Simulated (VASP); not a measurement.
# Al32Si (a cell with a defect) in VASP: single point with PBE+D3(BJ)

Aim: the single point of Al32Si (a cell with a defect) with PBE+D3(BJ).

Everything below comes from runs of VASP 6.6.1. Logs are shortened: lines on timing, memory, paths and dates and some standing lists are left out, and cuts for length are marked.

## (1) The cell of the first run

The cell holds a defect, 33 atoms: a = 8.100 Å, b = 8.100 Å, c = 8.100 Å, α = 90.00°, β = 90.00°, γ = 90.00°.

## (2) Single point, PBE+D3(BJ)

Contents of INCAR:

```
SYSTEM = Al32Si
PREC     = Accurate       ! precision mode
ENCUT    = 400            ! plane-wave cutoff, eV
EDIFF    = 1E-6           ! SCF threshold, eV
ISMEAR   = 0              ! smearing method
SIGMA    = 0.05           ! smearing width, eV
LREAL    = Auto         
LASPH    = .TRUE.         ! aspherical terms in the spheres
NELM     = 120            ! most SCF steps
ALGO     = Normal         ! electronic algorithm
ISIF     = 2              ! what is computed and relaxed
LWAVE    = .FALSE.        ! write WAVECAR
LCHARG   = .TRUE.         ! write CHGCAR
GGA      = PE             ! functional
IVDW     = 12             ! dispersion correction
LELF     = .TRUE.         ! ELF
LVHAR    = .TRUE.       
NBANDS   = 72             ! bands
GGA_COMPAT= .FALSE.
```

Contents of KPOINTS:

```
Automatic mesh
0
G
  2 2 2
  0 0 0
```

Contents of POSCAR:

```
Al32Si
1.0
    8.1000000000      0.0000000000      0.0000000000
    0.0000000000      8.1000000000      0.0000000000
    0.0000000000      0.0000000000      8.1000000000
Al Si
32 1
Direct
    0.4958808642      0.0027171605      0.0027238272
    0.7501458025      0.2533127160      0.0053011111
    0.7501465432      0.0051983951      0.2533016049
    0.0044349383      0.0027577778      0.0027687654
    0.2501827160      0.2485370370     -0.0007032099
    0.4892832099      0.5009216049     -0.0068381481
    0.7502713580      0.7712072840     -0.0213203704
    0.2501823457     -0.0006708642      0.2485214815
    0.4895728395      0.2459204938      0.2459558025
    0.7496122222      0.5678824691      0.1824564198
    0.4891819753     -0.0069413580      0.5009570370
    0.7496248148      0.1820669136      0.5675869136
    0.7502714815     -0.0212635802      0.7713553086
    0.0107935802      0.5009408642     -0.0066338272
    0.2501120988      0.7526869136     -0.0027128395
    0.0113153086      0.2457449383      0.2457886420
    0.2502218519      0.5016928395      0.2482941975
    0.4891746914      0.7568934568      0.2490696296
    0.0109049383     -0.0067459259      0.5009822222
    0.2502248148      0.2482670370      0.5017292593
    0.4895754321      0.5040382716      0.5040582716
    0.7501533333      0.7447532099      0.4967285185
    0.2501153086     -0.0027251852      0.7527358025
    0.4892833333      0.2490512346      0.7568497531
    0.7501517284      0.4966404938      0.7447270370
    0.0108995062      0.7567104938      0.2490340741
    0.0113138272      0.5042174074      0.5042438272
    0.2501693827      0.7506319753      0.5014997531
    0.0107997531      0.2490116049      0.7566755556
    0.2501676543      0.5014258025      0.7507262963
    0.4958785185      0.7472304938      0.7472858025
    0.0044345679      0.7472130864      0.7472735802
    0.7510227160      0.3749708642      0.3750183951
```

Potentials or basis: VASP PAW PBE potentials, release 64 (Al, Si).

The run is started by

```console
$ cat potpaw_PBE.64/Al/POTCAR potpaw_PBE.64/Si/POTCAR > POTCAR
$ mpirun -np 1 vasp_std > vasp.out
```

OUTCAR:

```text
SYSTEM = Al32Si
   PREC = Accurate
   ENCUT = 400
   EDIFF = 1E-6
   ISMEAR = 0
   LREAL = Auto
   LASPH = .TRUE.
   NELM = 120
   ISIF = 2
   GGA = PE
   IVDW = 12
 IVDW          = 12

 ion  position               nearest neighbor table
   1  0.496  0.003  0.003-   9 2.79  13 2.79   7 2.79   8 2.82   5 2.82  18 2.82  24 2.82  23 2.84
                            15 2.84   3 2.89   2 2.89  31 2.93
   2  0.750  0.253  0.005-   3 2.84   9 2.87  16 2.88  25 2.89   4 2.89   1 2.89  14 2.91   6 2.91
                            29 2.92  24 2.92  13 2.92  10 2.92  33 3.15
   3  0.750  0.005  0.253-   2 2.84   9 2.87  16 2.88  22 2.89   4 2.89   1 2.89  19 2.91  11 2.92
                            26 2.92  18 2.92  12 2.92   7 2.92  33 3.15
   4  0.004  0.003  0.003-  16 2.78  13 2.79   7 2.79   8 2.82   5 2.82  26 2.82  29 2.82  23 2.84
                            15 2.84   3 2.89   2 2.89  32 2.93
   5  0.250  0.249  0.999-  24 2.76  29 2.76  16 2.78   9 2.78   1 2.82   4 2.82   6 2.82  14 2.82
                            23 2.85   8 2.85  30 2.87  17 2.88
   6  0.489  0.501  0.993-  10 2.66  30 2.76  24 2.80  15 2.81   5 2.82  31 2.82  17 2.83   9 2.91
                             2 2.91  25 2.92  18 2.93   7 3.05
   7  0.750  0.771  0.979-  10 2.33  13 2.38  32 2.79   4 2.79  31 2.79   1 2.79  25 2.92   3 2.92
                            14 3.04  26 3.04   6 3.05  18 3.05
   8  0.250  0.999  0.249-  18 2.76  26 2.76  16 2.78   9 2.78   1 2.82   4 2.82  11 2.82  19 2.82
                            15 2.85   5 2.85  28 2.87  20 2.88
   9  0.490  0.246  0.246-  33 2.58   8 2.78   5 2.78   1 2.79  20 2.84  17 2.84   2 2.87   3 2.87
[... 35 lines left out ...]
  27  0.011  0.504  0.504-  33 2.58  28 2.78  30 2.78  32 2.78  17 2.84  20 2.84  25 2.88  22 2.88
                            29 2.91  26 2.91  16 2.96
  28  0.250  0.751  0.501-  11 2.76  19 2.76  27 2.78  21 2.78  31 2.82  32 2.82  18 2.82  26 2.82
                            23 2.85  30 2.85   8 2.87  17 2.88
  29  0.011  0.249  0.757-  12 2.67   5 2.76  14 2.80  23 2.81  30 2.82   4 2.82  20 2.83  27 2.91
                            25 2.91   2 2.92  19 2.93  13 3.04
  30  0.250  0.501  0.751-   6 2.76  14 2.76  27 2.78  21 2.78  31 2.82  32 2.82  24 2.82  29 2.82
                            15 2.85  28 2.85   5 2.87  20 2.88
  31  0.496  0.747  0.747-  21 2.79   7 2.79  13 2.79  28 2.82  30 2.82  11 2.82   6 2.82  15 2.84
                            23 2.84  22 2.89  25 2.89   1 2.93
  32  0.004  0.747  0.747-  27 2.78   7 2.79  13 2.79  28 2.82  30 2.82  19 2.82  14 2.82  15 2.84
                            23 2.84  22 2.89  25 2.89   4 2.93
  33  0.751  0.375  0.375-  12 2.21  10 2.21  16 2.58  27 2.58  21 2.58   9 2.58  25 3.15   2 3.15
                             3 3.15  22 3.15

  LATTYP: Found a simple cubic cell.
 ALAT       =     8.1000000000

  Lattice vectors:

 A1 = (   8.1000000000,   0.0000000000,   0.0000000000)
 A2 = (   0.0000000000,   8.1000000000,   0.0000000000)
 A3 = (   0.0000000000,   0.0000000000,   8.1000000000)

Analysis of symmetry for initial positions (statically):
=====================================================================
 Subroutine PRICEL returns:
 Original cell was already a primitive cell.

[... 184 lines left out ...]
   IMIX   =      4    mixing-type and parameters
     AMIX     =   0.40;   BMIX     =  1.00
     AMIX_MAG =   1.60;   BMIX_MAG =  1.00
  volume/ion in A,a.u.               =      16.10       108.68
  Fermi-wavevector in a.u.,A,eV,Ry     =   0.938116  1.772782 11.973962  0.880061
  Thomas-Fermi vector in A             =   2.065295
   LORBIT       =      0    0 simple, 1 ext, 2 COOP (PROOUT), +10 PAW based schemes
   GGA     = PE    functional components
   LHFCALC =     F    Hartree Fock is set to
   AEXX    =    0.0000 exact exchange contribution
   IVDW    =    12    specifies the selected vdW correction
   LEPSILON=     F    determine dielectric tensor
   LRPA    =     F    only Hartree local field effects (RPA)
 non-spin polarized calculation
 Gauss-broadening in eV      SIGMA  =   0.05
  energy-cutoff  :      400.00
  volume of cell :      531.44
 maximum number of plane-waves:      9771
 NGX is ok and might be reduce to    54
   NGX = 27   NGY = 27   NGZ = 27

 number of electron     100.0000001 magnetization

 Free energy of the ion-electron system (eV)
  ---------------------------------------------------
  ext. energy  EPLUGINS =         0.00000000
  ---------------------------------------------------
  free energy    TOTEN  =      -122.82844737 eV

  energy without entropy =     -122.81473191  energy(sigma->0) =     -122.82158964

 E-fermi :   7.9264     XC(G=0): -10.2847

 val. band max:        7.9085994672   @ k =   0.0000   0.0000   0.5000
 cond. band min:       7.9502903158   @ k =   0.0000   0.5000   0.0000
 fundamental gap:      0.0416908486
 Fermi energy:         7.9264023275

 k-point     1 :       0.0000    0.0000    0.0000
  band No.  band energies     occupation
      1      -3.2583      2.00000
      2      -1.7664      2.00000
      3      -0.9015      2.00000
      4      -0.8799      2.00000
      5      -0.8109      2.00000
      6      -0.7400      2.00000
[... 509 lines left out ...]
     61      11.0862      0.00000
     62      11.2410      0.00000
 [bands above 62 left out]

------------------------ aborting loop because EDIFF is reached ----------------------------------------

 Edisp (eV)  -11.42651

 E8    (eV) :    -5.0992

  FORCE on cell =-STRESS in cart. coord.  units (eV):
  Direction    XX          YY          ZZ          XY          YZ          ZX
  --------------------------------------------------------------------------------------
  -------------------------------------------------------------------------------------
  Total      -1.54351     5.24772     5.24508    -0.00182   -11.86069    -0.00062
  in kB      -4.65333    15.82072    15.81275    -0.00548   -35.75736    -0.00186
  external pressure =        8.99 kB  Pullay stress =        0.00 kB

 VOLUME and BASIS-vectors are now :
 -----------------------------------------------------------------------------
  energy-cutoff  :      400.00
  volume of cell :      531.44
      direct lattice vectors                 reciprocal lattice vectors
     8.100000000  0.000000000  0.000000000     0.123456790  0.000000000  0.000000000
     0.000000000  8.100000000  0.000000000     0.000000000  0.123456790  0.000000000
     0.000000000  0.000000000  8.100000000     0.000000000  0.000000000  0.123456790

 POSITION                                       TOTAL-FORCE (eV/Angst)
 -----------------------------------------------------------------------------------
      4.01664      0.02201      0.02206         0.015606     -0.004778     -0.004288
      6.07618      2.05183      0.04294         0.000699      0.045773      0.005366
      6.07619      0.04211      2.05174         0.000658      0.003509      0.043933
      0.03592      0.02234      0.02243        -0.014460     -0.005398     -0.004949
      2.02648      2.01315      8.09430        -0.000011      0.030739      0.007851
      3.96319      4.05746      8.04461        -0.000405      0.035460     -0.017664
[... 25 lines left out ...]
      0.03592      6.05243      6.05292        -0.014943      0.004974      0.004380
      6.08328      3.03726      3.03765         0.003428     -0.000806     -0.000695
 -----------------------------------------------------------------------------------
    total drift:                                0.000260     -0.000100      0.001276

  FREE ENERGIE OF THE ION-ELECTRON SYSTEM (eV)
  ---------------------------------------------------
  free  energy   TOTEN  =      -134.2549550189 eV

  energy  without entropy=     -134.2412395585  energy(sigma->0) =     -134.24809729
```

OSZICAR:

```text
N       E                     dE             d eps       ncg     rms          rms(c)
DAV:   1     0.115035689069E+03    0.11504E+03   -0.29967E+04  1152   0.906E+02
DAV:   2    -0.110971578420E+03   -0.22601E+03   -0.21192E+03  1360   0.132E+02
DAV:   3    -0.123730046279E+03   -0.12758E+02   -0.12293E+02  1416   0.261E+01
DAV:   4    -0.123958836242E+03   -0.22879E+00   -0.22741E+00  1368   0.389E+00
DAV:   5    -0.123962132974E+03   -0.32967E-02   -0.32945E-02  1400   0.496E-01    0.872E+00
DAV:   6    -0.123146008945E+03    0.81612E+00   -0.92182E-01  1320   0.235E+00    0.501E+00
DAV:   7    -0.122863258180E+03    0.28275E+00   -0.48013E-01  1392   0.163E+00    0.124E+00
DAV:   8    -0.122831307646E+03    0.31951E-01   -0.49230E-02  1320   0.596E-01    0.574E-01
DAV:   9    -0.122828943703E+03    0.23639E-02   -0.71277E-03  1328   0.210E-01    0.360E-01
DAV:  10    -0.122828602552E+03    0.34115E-03   -0.66192E-04  1368   0.705E-02    0.156E-01
DAV:  11    -0.122828455412E+03    0.14714E-03   -0.22498E-04  1336   0.413E-02    0.236E-02
DAV:  12    -0.122828448031E+03    0.73815E-05   -0.29412E-05  1344   0.149E-02    0.251E-02
DAV:  13    -0.122828447368E+03    0.66311E-06   -0.35486E-06  1288   0.473E-03
   1 F= -.13425496E+03 E0= -.13424810E+03  d E =-.137155E-01
```

Wall time 4 min (1 thread of Intel Xeon Platinum 8488C (Sapphire Rapids), shared host); peak memory 0.44 GiB.

What came out:

| Property | Result |
| --- | --- |
| Free energy | -134.2550 eV |
| Pressure | 0.9 GPa |
| Largest force | 0.051 eV/Å |
| Band gap on the k mesh | zero (band 50 reaches 8.65 eV, above the bottom of band 51 at 7.41 eV) |
| Dispersion energy per atom | -0.346 eV |

Forces in eV/Å, atoms in the order of the input:
```
Al   0.016 -0.005 -0.004
Al   0.001  0.046  0.005
Al   0.001  0.004  0.044
Al  -0.014 -0.005 -0.005
Al   0.000  0.031  0.008
Al   0.000  0.035 -0.018
Al   0.001  0.017 -0.019
Al   0.000  0.008  0.031
Al  -0.046  0.016  0.016
Al  -0.003 -0.014  0.017
Al  -0.001 -0.017  0.035
Al  -0.003  0.015 -0.015
Al   0.001 -0.016  0.020
Al  -0.001  0.036 -0.017
Al   0.000  0.013 -0.012
Al   0.046  0.015  0.015
Al   0.000  0.017 -0.018
Al  -0.001  0.018 -0.036
Al  -0.001 -0.017  0.036
Al   0.000 -0.018  0.017
Al  -0.046 -0.017 -0.016
Al   0.000 -0.005 -0.043
Al   0.000 -0.012  0.013
Al  -0.001 -0.037  0.019
Al   0.001 -0.044 -0.007
Al   0.000  0.017 -0.036
Al   0.046 -0.016 -0.015
Al   0.000 -0.008 -0.031
Al  -0.001 -0.036  0.017
Al   0.000 -0.031 -0.007
Al   0.016  0.005  0.004
Al  -0.015  0.005  0.004
Si   0.003 -0.001 -0.001
```

Caveat: the k points lie up to 0.39 Å⁻¹ apart.
